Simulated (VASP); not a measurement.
# Si (P6_3/mmc) in VASP: notebook, part 2 of 3

VASP 6.6.1. The steps go on from the part before.

## (3) Relaxation of the atoms, PBEsol (strained cell)

Input file INCAR:

```
PREC = Accurate
ENCUT = 520
EDIFF = 1E-6
ISMEAR = 0
SIGMA = 0.01
LREAL = F
LASPH = T
NELM = 80
ALGO = Normal
ISIF = 2
LWAVE = F
LCHARG = F
GGA = PS
IBRION = 2
NSW = 60
EDIFFG = -0.002
```

Input file KPOINTS:

```
regular mesh
0
Gamma
  9 9 6
```

Input file POSCAR:

```
Si
1.0
    3.8438634349      0.0000000000      0.0000000000
   -1.9219317175      3.3288833833      0.0000000000
    0.0000000000      0.0000000000      6.3153658776
Si
4
Direct
    0.3333333333      0.6666666667     -0.0005372927
    0.6666666667      0.3333333333      0.4994627073
    0.3333333333      0.6666666667      0.3745372927
    0.6666666667      0.3333333333      0.8745372927
```

Potentials or basis: VASP PAW PBE potentials, release 64 (Si).

Launch:

```sh
cat potpaw_PBE.64/Si/POTCAR > POTCAR
mpirun -np 1 vasp_std > vasp.out
```

OUTCAR:

```text
PREC = Accurate
   ENCUT = 520
   EDIFF = 1E-6
   ISMEAR = 0
   LREAL = F
   LASPH = T
   NELM = 80
   ISIF = 2
   GGA = PS
   IBRION = 2
   NSW = 60
   EDIFFG = -0.002

 ion  position               nearest neighbor table
   1  0.333  0.667  0.999-   4 2.36   4 2.36   4 2.36   3 2.37
   2  0.667  0.333  0.499-   3 2.36   3 2.36   3 2.36   4 2.37
   3  0.333  0.667  0.375-   2 2.36   2 2.36   2 2.36   1 2.37
   4  0.667  0.333  0.875-   1 2.36   1 2.36   1 2.36   2 2.37

  LATTYP: Found a hexagonal cell.
 ALAT       =     3.8438634349
 C/A-ratio  =     1.6429735303

  Lattice vectors:

 A1 = (   3.8438634349,   0.0000000000,   0.0000000000)
 A2 = (  -1.9219317175,   3.3288833833,   0.0000000000)
 A3 = (   0.0000000000,   0.0000000000,   6.3153658776)

Analysis of symmetry for initial positions (statically):
=====================================================================
 Subroutine PRICEL returns:
 Original cell was already a primitive cell.

 Routine SETGRP: Setting up the symmetry group for a
 hexagonal supercell.

 Subroutine GETGRP returns: Found 24 space group operations
 (whereof  6 operations were pure point group operations)
 out of a pool of 24 trial point group operations.

The static configuration has the point symmetry C_3v.
 The point group associated with its full space group is D_6h.

Analysis of symmetry for dynamics (positions and initial velocities):
=====================================================================
 Subroutine PRICEL returns:
 Original cell was already a primitive cell.

 Routine SETGRP: Setting up the symmetry group for a
 hexagonal supercell.

 Subroutine GETGRP returns: Found 24 space group operations
 (whereof  6 operations were pure point group operations)
 out of a pool of 24 trial point group operations.

The dynamic configuration has the point symmetry C_3v.
 The point group associated with its full space group is D_6h.

 Subroutine INISYM returns: Found 24 space group operations
 (whereof  6 operations are pure point group operations),
 and found     1 'primitive' translations
[... 136 lines left out ...]
 NGX is ok and might be reduce to    30
   NGX = 15   NGY = 15   NGZ = 23

--------------------------------------- Ionic step        1  -------------------------------------------

 number of electron      16.0000000 magnetization

 Free energy of the ion-electron system (eV)
  ---------------------------------------------------
  ext. energy  EPLUGINS =         0.00000000
  ---------------------------------------------------
  free energy    TOTEN  =       -22.94434845 eV

  energy without entropy =      -22.94434845  energy(sigma->0) =      -22.94434845

------------------------ aborting loop because EDIFF is reached ----------------------------------------

  FORCE on cell =-STRESS in cart. coord.  units (eV):
  Direction    XX          YY          ZZ          XY          YZ          ZX
  --------------------------------------------------------------------------------------
  -------------------------------------------------------------------------------------
  Total       -0.4889781     -0.4889781     -0.0135677      0.0000000      0.0000000      0.0000000
  in kB       -9.6947122     -9.6947122     -0.2690004      0.0000000      0.0000000      0.0000000
  external PRESSURE =      -6.5528083 kB  Pullay stress =       0.0000000 kB
[... 63 lines left out ...]
--------------------------------------- Ionic step        3  -------------------------------------------

 number of electron      16.0000000 magnetization

 Free energy of the ion-electron system (eV)
  ---------------------------------------------------
  ext. energy  EPLUGINS =         0.00000000
  ---------------------------------------------------
  free energy    TOTEN  =       -22.94436959 eV

  energy without entropy =      -22.94436959  energy(sigma->0) =      -22.94436959

 E-fermi :   6.0346     XC(G=0):  -9.5130

 val. band max:        5.9411290935   @ k =   0.0000   0.0000   0.0000
 cond. band min:       6.2685989185   @ k =   0.4444   0.0000   0.0000
 fundamental gap:      0.3274698249
 Fermi energy:         6.0346084511

 k-point     1 :       0.0000    0.0000    0.0000
  band No.  band energies     occupation
      1      -6.2442      2.00000
      2      -3.9222      2.00000
      3      -1.2773      2.00000
      4       4.3942      2.00000
      5       4.3942      2.00000
      6       5.6402      2.00000
      7       5.9411      2.00000
      8       5.9411      2.00000
      9       6.8250      0.00000
     10       7.8749      0.00000
     11       7.8749      0.00000
     12       8.3315      0.00000
[... 331 lines left out ...]
 k-point    24 :       0.3333    0.3333    0.1667
  band No.  band energies     occupation
      1      -3.0439      2.00000
      2      -3.0439      2.00000
      3      -0.8483      2.00000
      4      -0.8483      2.00000
      5       0.8008      2.00000
      6       2.3946      2.00000
      7       2.7223      2.00000
      8       2.7223      2.00000
      9       7.0864      0.00000
     10       9.6603      0.00000
     11       9.6603      0.00000
     12      11.2304      0.00000

 [... further k-points ...]
[... 5 lines left out ...]
  --------------------------------------------------------------------------------------
  -------------------------------------------------------------------------------------
  Total       -0.5059618     -0.5059618      0.0131279      0.0000000     -0.0000000      0.0000000
  in kB      -10.0314389    -10.0314389      0.2602794      0.0000000     -0.0000000      0.0000000
  external PRESSURE =      -6.6008661 kB  Pullay stress =       0.0000000 kB
[... 19 lines left out ...]
  FREE ENERGIE OF THE ION-ELECTRON SYSTEM (eV)
  ---------------------------------------------------
  free  energy   TOTEN  =       -22.9443695931 eV

  energy  without entropy=      -22.9443695931  energy(sigma->0) =      -22.94436959

 reached required accuracy - stopping structural energy minimisation
```

OSZICAR:

```text
N       E                     dE             d eps       ncg     rms          rms(c)
DAV:   1     0.318731121320E+02    0.31873E+02   -0.61811E+03  1152   0.109E+03
DAV:   2    -0.210542247085E+02   -0.52927E+02   -0.48821E+02  1616   0.145E+02
[... 12 lines left out ...]
DAV:   2    -0.229443685563E+02   -0.28196E-05   -0.30009E-05  1444   0.388E-02    0.434E-03
DAV:   3    -0.229443683903E+02    0.16601E-06   -0.38816E-07   744   0.562E-03
   2 F= -.22944368E+02 E0= -.22944368E+02  d E =-.199401E-04
       N       E                     dE             d eps       ncg     rms          rms(c)
DAV:   1    -0.229443694665E+02   -0.91014E-06   -0.28186E-05  1264   0.342E-02    0.265E-03
DAV:   2    -0.229443695931E+02   -0.12668E-06   -0.13515E-06   836   0.869E-03
   3 F= -.22944370E+02 E0= -.22944370E+02  d E =-.211429E-04
```

It took 32 s on 1 thread of Intel Xeon 6975P-C (Granite Rapids), shared host; peak memory 0.2 GiB.

What came out:

| Item | Value |
| --- | --- |
| Free energy | -22.9444 eV |
| Energy gained by relaxing | 0.0 meV/atom |
| Ionic steps | 3 |
| Pressure after relaxing | -0.7 GPa |
| Band gap on the k mesh | 0.33 eV, indirect (least direct gap 0.88 eV) |

Final structure:
```yaml
crystal:
  lattice:
    - [3.84386, 0.00000, 0.00000]
    - [-1.92193, 3.32888, 0.00000]
    - [0.00000, 0.00000, 6.31537]
  atoms:
    - { symbol: Si, position: [0.33333, 0.66667, 0.99956] }
    - { symbol: Si, position: [0.66667, 0.33333, 0.49956] }
    - { symbol: Si, position: [0.33333, 0.66667, 0.37444] }
    - { symbol: Si, position: [0.66667, 0.33333, 0.87444] }
```

Caveat: the cell differs from its parent crystal (strained cell); the PAW data sets were made with another functional, which shifts forces and pressure a little.

## (4) Single point, PBEsol (strained cell)

Input file INCAR:

```
SYSTEM = Si
PREC = Accurate
ENCUT = 520
EDIFF = 1E-6
ISMEAR = 0
SIGMA = 0.01
LREAL = .FALSE.
LASPH = .TRUE.
NELM = 80
ALGO = Normal
ISIF = 2
LWAVE = .FALSE.
LCHARG = .FALSE.
GGA = PS
NBANDS = 16
```

Input file KPOINTS:

```
Automatic mesh
0
G
  9 9 6
  0 0 0
```

POSCAR, as its differences from that of step 3:

```diff
@@ -4,3 +4,3 @@
    -1.9219317175      3.3288833833      0.0000000000
-    0.0000000000      0.0000000000      6.3153658776
+    0.0000000000      0.0000000000      6.3057763896
 Si
```

Potentials or basis: VASP PAW PBE potentials, release 64 (Si).

Launch:

```sh
cat potpaw_PBE.64/Si/POTCAR > POTCAR
mpirun -np 1 vasp_std > vasp.out
```

OUTCAR:

```text
SYSTEM = Si
   PREC = Accurate
   ENCUT = 520
   EDIFF = 1E-6
   ISMEAR = 0
   LREAL = .FALSE.
   LASPH = .TRUE.
   NELM = 80
   ISIF = 2
   GGA = PS

 ion  position               nearest neighbor table
   1  0.333  0.667  0.999-   4 2.35   4 2.35   4 2.35   3 2.37
   2  0.667  0.333  0.499-   3 2.35   3 2.35   3 2.35   4 2.37
   3  0.333  0.667  0.375-   2 2.35   2 2.35   2 2.35   1 2.37
   4  0.667  0.333  0.875-   1 2.35   1 2.35   1 2.35   2 2.37

  LATTYP: Found a hexagonal cell.
 ALAT       =     3.8438634349
 C/A-ratio  =     1.6404787778

  Lattice vectors:

 A1 = (   3.8438634349,   0.0000000000,   0.0000000000)
 A2 = (  -1.9219317175,   3.3288833833,   0.0000000000)
 A3 = (   0.0000000000,   0.0000000000,   6.3057763896)

Analysis of symmetry for initial positions (statically):
=====================================================================
 Subroutine PRICEL returns:
 Original cell was already a primitive cell.

 Routine SETGRP: Setting up the symmetry group for a
 hexagonal supercell.

 Subroutine GETGRP returns: Found 24 space group operations
[... 175 lines left out ...]
 cond. band min:       6.2734758355   @ k =   0.4444   0.0000   0.0000
 fundamental gap:      0.3193946117
 Fermi energy:         6.0497201360

 k-point     1 :       0.0000    0.0000    0.0000
  band No.  band energies     occupation
      1      -6.2395      2.00000
      2      -3.9056      2.00000
      3      -1.2666      2.00000
      4       4.3986      2.00000
      5       4.3986      2.00000
      6       5.6643      2.00000
[... 433 lines left out ...]
      3      -0.8342      2.00000
      4      -0.8342      2.00000
      5       0.8065      2.00000
      6       2.4081      2.00000
[... 8 lines left out ...]
     15      12.9261      0.00000
     16      13.1321      0.00000

 [... further k-points ...]

------------------------ aborting loop because EDIFF is reached ----------------------------------------

  FORCE on cell =-STRESS in cart. coord.  units (eV):
  Direction    XX          YY          ZZ          XY          YZ          ZX
  --------------------------------------------------------------------------------------
  -------------------------------------------------------------------------------------
  Total       -0.4778209     -0.4778209      0.1705685      0.0000000      0.0000000      0.0000000
  in kB       -9.4879109     -9.4879109      3.3869150      0.0000000      0.0000000      0.0000000
  external PRESSURE =      -5.1963022 kB  Pullay stress =       0.0000000 kB

 VOLUME and BASIS-vectors are now :
 -----------------------------------------------------------------------------
  energy-cutoff  :      520.00
  volume of cell :       80.69
      direct lattice vectors                 reciprocal lattice vectors
     3.843863435  0.000000000  0.000000000     0.260154924  0.150200515  0.000000000
    -1.921931717  3.328883383  0.000000000     0.000000000  0.300401031  0.000000000
     0.000000000  0.000000000  6.305776390     0.000000000  0.000000000  0.158584754

 POSITION                                       TOTAL-FORCE (eV/Angst)
 -----------------------------------------------------------------------------------
     -0.00000      2.21926      6.30239        -0.000000     -0.000000      0.000159
      1.92193      1.10963      3.14950         0.000000     -0.000000      0.000159
     -0.00000      2.21926      2.36175        -0.000000      0.000000     -0.000159
      1.92193      1.10963      5.51464         0.000000     -0.000000     -0.000159
 -----------------------------------------------------------------------------------
    total drift:                               -0.000000      0.000000      0.000001

  FREE ENERGIE OF THE ION-ELECTRON SYSTEM (eV)
  ---------------------------------------------------
  free  energy   TOTEN  =       -22.9442265414 eV

  energy  without entropy=      -22.9442265414  energy(sigma->0) =      -22.94422654
```

OSZICAR:

```text
N       E                     dE             d eps       ncg     rms          rms(c)
DAV:   1     0.245454812367E+02    0.24545E+02   -0.59570E+03  1536   0.821E+02
DAV:   2    -0.215161446320E+02   -0.46062E+02   -0.41786E+02  2024   0.121E+02
DAV:   3    -0.233640741738E+02   -0.18479E+01   -0.18343E+01  2128   0.229E+01
DAV:   4    -0.233849380994E+02   -0.20864E-01   -0.20861E-01  1848   0.310E+00
DAV:   5    -0.233853020675E+02   -0.36397E-03   -0.36392E-03  2184   0.387E-01    0.696E+00
DAV:   6    -0.230819247628E+02    0.30338E+00   -0.11055E-01  1752   0.156E+00    0.417E+00
DAV:   7    -0.229427539045E+02    0.13917E+00   -0.21741E-01  1840   0.225E+00    0.238E-01
DAV:   8    -0.229440008504E+02   -0.12469E-02   -0.16276E-02  1864   0.649E-01    0.102E-01
DAV:   9    -0.229441596686E+02   -0.15882E-03   -0.44673E-04  2120   0.120E-01    0.780E-02
DAV:  10    -0.229442270135E+02   -0.67345E-04   -0.10695E-04  1808   0.509E-02    0.275E-02
DAV:  11    -0.229442259890E+02    0.10245E-05   -0.19789E-06  2000   0.798E-03    0.455E-03
DAV:  12    -0.229442265414E+02   -0.55243E-06   -0.61364E-07  1344   0.424E-03
   1 F= -.22944227E+02 E0= -.22944227E+02  d E =-.438288E-44
```

Wall time 19 s (1 thread of Intel Xeon 6975P-C (Granite Rapids), shared host); peak memory 0.2 GiB.

What came out:

| Property | Result |
| --- | --- |
| Free energy | -22.9442 eV |
| Pressure | -0.5 GPa |
| Band gap on the k mesh | 0.32 eV, indirect (least direct gap 0.87 eV) |

Stress tensor (GPa, compression positive):
```
-0.95  0.00  0.00
 0.00 -0.95  0.00
 0.00  0.00  0.34
```

Levels at points of the mesh, in eV from the valence-band top:
```csv
k point,band 5,band 6,band 7,band 8,band 9,band 10,band 11,band 12
"(0.00, 0.00, 0.00)",-1.56,-0.29,0.00,0.00,0.87,1.93,1.93,2.42
"(0.00, 0.00, 0.50)",-0.95,-0.95,-0.95,-0.95,1.68,1.68,2.91,2.91
```

Caveat: the cell differs from its parent crystal (strained cell); the PAW data sets were made with another functional, which shifts forces and pressure a little.

(Continued in part 3 of 3.)
